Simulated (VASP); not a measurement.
# Al (Fm-3m) in VASP: single point with PBEsol

Aim: the single point of Al with PBEsol.

Program: VASP 6.6.1. These are calculated values, not measurements. Logs are shortened: lines on timing, memory, paths and dates and some standing lists are left out, and cuts for length are marked.

## (1) The cell of the first run

The structure is cubic, space group Fm-3m (No. 225). Conventional cell: a = 5.776 Å, b = 5.776 Å, c = 5.776 Å, α = 90.00°, β = 90.00°, γ = 90.00°. Within 5.4 Å of Al (site symmetry m-3m) lie 12 Al at 4.08 Å.

## (2) Single point, PBEsol

File INCAR:

```
PREC = Accurate
ENCUT = 520
EDIFF = 1E-6
ISMEAR = 1
SIGMA = 0.1
LREAL = False
LASPH = True
NELM = 100
ALGO = Normal
ISIF = 2
LWAVE = False
LCHARG = False
GGA = PS
NBANDS = 8
```

File KPOINTS:

```
regular mesh
0
Gamma
  7 7 7
```

File POSCAR:

```
Al
1.0
    0.0000000000      2.8880110000      2.8880110000
    2.8880110000      0.0000000000      2.8880110000
    2.8880110000      2.8880110000      0.0000000000
Al
1
Direct
    0.0000000000      0.0000000000      0.0000000000
```

Potentials or basis: VASP PAW PBE potentials, release 64 (Al).

Command:

```
$ cat potpaw_PBE.64/Al/POTCAR > POTCAR
$ mpirun -np 1 vasp_std > vasp.out
```

OUTCAR:

```text
PREC = Accurate
   ENCUT = 520
   EDIFF = 1E-6
   ISMEAR = 1
   LREAL = False
   LASPH = True
   NELM = 100
   ISIF = 2
   GGA = PS

 ion  position               nearest neighbor table
   1  0.000  0.000  0.000-

  LATTYP: Found a face centered cubic cell.
 ALAT       =     5.7760220000

  Lattice vectors:

 A1 = (   0.0000000000,   2.8880110000,   2.8880110000)
 A2 = (   2.8880110000,   0.0000000000,   2.8880110000)
 A3 = (   2.8880110000,   2.8880110000,   0.0000000000)

Analysis of symmetry for initial positions (statically):
=====================================================================
 Subroutine PRICEL returns:
 Original cell was already a primitive cell.

 Routine SETGRP: Setting up the symmetry group for a
 face centered cubic supercell.

 Subroutine GETGRP returns: Found 48 space group operations
 (whereof 48 operations were pure point group operations)
 out of a pool of 48 trial point group operations.

The static configuration has the point symmetry O_h .

Analysis of symmetry for dynamics (positions and initial velocities):
=====================================================================
 Subroutine PRICEL returns:
 Original cell was already a primitive cell.

 Routine SETGRP: Setting up the symmetry group for a
 face centered cubic supercell.

 Subroutine GETGRP returns: Found 48 space group operations
 (whereof 48 operations were pure point group operations)
 out of a pool of 48 trial point group operations.

The dynamic configuration has the point symmetry O_h .

 Subroutine INISYM returns: Found 48 space group operations
 (whereof 48 operations are pure point group operations),
 and found     1 'primitive' translations

----------------------------------------------------------------------------------------

                                     Primitive cell

  volume of cell :      48.1755

  direct lattice vectors                    reciprocal lattice vectors
     0.000000000  2.888011000  2.888011000    -0.173129534  0.173129534  0.173129534
     2.888011000  0.000000000  2.888011000     0.173129534 -0.173129534  0.173129534
     2.888011000  2.888011000  0.000000000     0.173129534  0.173129534 -0.173129534

  length of vectors
     4.084264324  4.084264324  4.084264324     0.299869150  0.299869150  0.299869150

  position of ions in fractional coordinates (direct lattice)
[... 72 lines left out ...]
   EDIFF  = 0.1E-05   stopping-criterion for ELM
   LREAL  =      F    real-space projection
   EDIFFG = 0.1E-04   stopping-criterion for IOM
   NSW    =      0    number of steps for IOM
   IBRION =     -1    ionic relax: 0-MD 1-quasi-New 2-CG
   NFREE  =      0    steps in history (QN), initial steepest desc. (CG)
   ISIF   =      2    stress and relaxation
   ISYM   =      2    0-nonsym 1-usesym 2-fastsym
   POTIM  = 0.5000    time-step for ionic-motion
   TEBEG  =    0.0;   TEEND  =   0.0 temperature during run
   PSTRESS=    0.0 pullay stress
   NELECT =       3.0000    total number of electrons
   NUPDOWN=      -1.0000    fix difference up-down
   EMIN   =  10.00;   EMAX   =-10.00  energy-range for DOS
   EFERMI =   0.00;   METHOD = LEGACY
   ISMEAR =     1;   SIGMA  =   0.10  broadening in eV -4-tet -1-fermi 0-gaus
   EFERMI_NEDOS =   21; number of points for ismear=-14 and -15
   IALGO  =     38    algorithm
   IMIX   =      4    mixing-type and parameters
     AMIX     =   0.40;   BMIX     =  1.00
     AMIX_MAG =   1.60;   BMIX_MAG =  1.00
  volume/ion in A,a.u.               =      48.18       325.10
  Fermi-wavevector in a.u.,A,eV,Ry     =   0.648893  1.226230  5.728898  0.421062
  Thomas-Fermi vector in A             =   1.717673
   LORBIT       =      0    0 simple, 1 ext, 2 COOP (PROOUT), +10 PAW based schemes
   GGA     = PS    functional components
   LHFCALC =     F    Hartree Fock is set to
   AEXX    =    0.0000 exact exchange contribution
   IVDW    =     0    specifies the selected vdW correction
   LEPSILON=     F    determine dielectric tensor
   LRPA    =     F    only Hartree local field effects (RPA)
 non-spin polarized calculation
 Methfessel and Paxton  Order N= 1 SIGMA  =   0.10
  energy-cutoff  :      520.00
  volume of cell :       48.18
 maximum number of plane-waves:      1313
   NGX = 15   NGY = 15   NGZ = 15

 number of electron       3.0000000 magnetization

 Free energy of the ion-electron system (eV)
  ---------------------------------------------------
  ext. energy  EPLUGINS =         0.00000000
  ---------------------------------------------------
  free energy    TOTEN  =        -2.16576841 eV

  energy without entropy =       -2.16731634  energy(sigma->0) =       -2.16628438

 E-fermi :   0.5417     XC(G=0):  -6.8283

 val. band max:        0.4117660964   @ k =  -0.4286   0.4286   0.1429
 cond. band min:       0.6069102631   @ k =  -0.2857   0.4286   0.1429
 fundamental gap:      0.1951441666
 Fermi energy:         0.5417025866

 k-point     1 :       0.0000    0.0000    0.0000
  band No.  band energies     occupation
      1      -5.3369      2.00000
      2       5.4332      0.00000
      3       5.4332      0.00000
      4       5.4332      0.00000
      5       8.6733      0.00000
      6       8.6733      0.00000
      7       8.6733      0.00000
      8       9.0438      0.00000
[... 199 lines left out ...]
 k-point    20 :      -0.2857    0.4286    0.1429
  band No.  band energies     occupation
      1      -2.2478      2.00000
      2       0.6069      0.11597
      3       0.7178     -0.03197
      4       2.4102     -0.00000
      5       7.1783      0.00000
      6       9.1610      0.00000
      7      10.2727      0.00000
      8      10.6237      0.00000

------------------------ aborting loop because EDIFF is reached ----------------------------------------

  FORCE on cell =-STRESS in cart. coord.  units (eV):
  Direction    XX          YY          ZZ          XY          YZ          ZX
  --------------------------------------------------------------------------------------
  -------------------------------------------------------------------------------------
  Total       -1.9428623     -1.9428623     -1.9428623      0.0000000     -0.0000000      0.0000000
  in kB      -64.6139176    -64.6139176    -64.6139176      0.0000000     -0.0000000      0.0000000
  external PRESSURE =     -64.6139176 kB  Pullay stress =       0.0000000 kB

 VOLUME and BASIS-vectors are now :
 -----------------------------------------------------------------------------
  energy-cutoff  :      520.00
  volume of cell :       48.18
      direct lattice vectors                 reciprocal lattice vectors
     0.000000000  2.888011000  2.888011000    -0.173129534  0.173129534  0.173129534
     2.888011000  0.000000000  2.888011000     0.173129534 -0.173129534  0.173129534
     2.888011000  2.888011000  0.000000000     0.173129534  0.173129534 -0.173129534

 POSITION                                       TOTAL-FORCE (eV/Angst)
 -----------------------------------------------------------------------------------
      0.00000      0.00000      0.00000         0.000000     -0.000000      0.000000
 -----------------------------------------------------------------------------------
    total drift:                                0.000000     -0.000000     -0.000000

  FREE ENERGIE OF THE ION-ELECTRON SYSTEM (eV)
  ---------------------------------------------------
  free  energy   TOTEN  =        -2.1657684052 eV

  energy  without entropy=       -2.1673163378  energy(sigma->0) =       -2.16628438
```

OSZICAR:

```text
N       E                     dE             d eps       ncg     rms          rms(c)
DAV:   1    -0.124351464306E+01   -0.12435E+01   -0.60252E+02   320   0.177E+02
DAV:   2    -0.216384628062E+01   -0.92033E+00   -0.87606E+00   424   0.125E+01
DAV:   3    -0.217987263108E+01   -0.16026E-01   -0.16025E-01   432   0.167E+00
DAV:   4    -0.217989593673E+01   -0.23306E-04   -0.23306E-04   504   0.740E-02
DAV:   5    -0.217989611214E+01   -0.17541E-06   -0.17531E-06   416   0.385E-03    0.517E-01
DAV:   6    -0.217104630037E+01    0.88498E-02   -0.48665E-03   376   0.257E-01    0.313E-01
DAV:   7    -0.216570845981E+01    0.53378E-02   -0.13718E-02   352   0.426E-01    0.869E-02
DAV:   8    -0.216576450141E+01   -0.56042E-04   -0.22504E-04   440   0.899E-02    0.798E-03
DAV:   9    -0.216576711020E+01   -0.26088E-05   -0.53376E-06   472   0.107E-02    0.488E-03
DAV:  10    -0.216576838249E+01   -0.12723E-05   -0.96780E-07   392   0.528E-03    0.459E-04
DAV:  11    -0.216576840524E+01   -0.22749E-07   -0.90135E-09   232   0.552E-04
   1 F= -.21657684E+01 E0= -.21662844E+01  d E =0.154793E-02
```

Wall time 10 s (1 thread of Intel Xeon 8259CL, shared host); peak memory 0.15 GiB.

Results:

```yaml
Free_energy: -2.1658 eV
Pressure: -6.5 GPa
```

Levels at points of the mesh, in eV from the Fermi level:
```tsv
k point	band 1	band 2	band 3	band 4	band 5
(0.00, 0.00, 0.00)	-5.88	4.89	4.89	4.89	8.13
```

Caveat: the PAW data sets were made with another functional, which shifts forces and pressure a little.
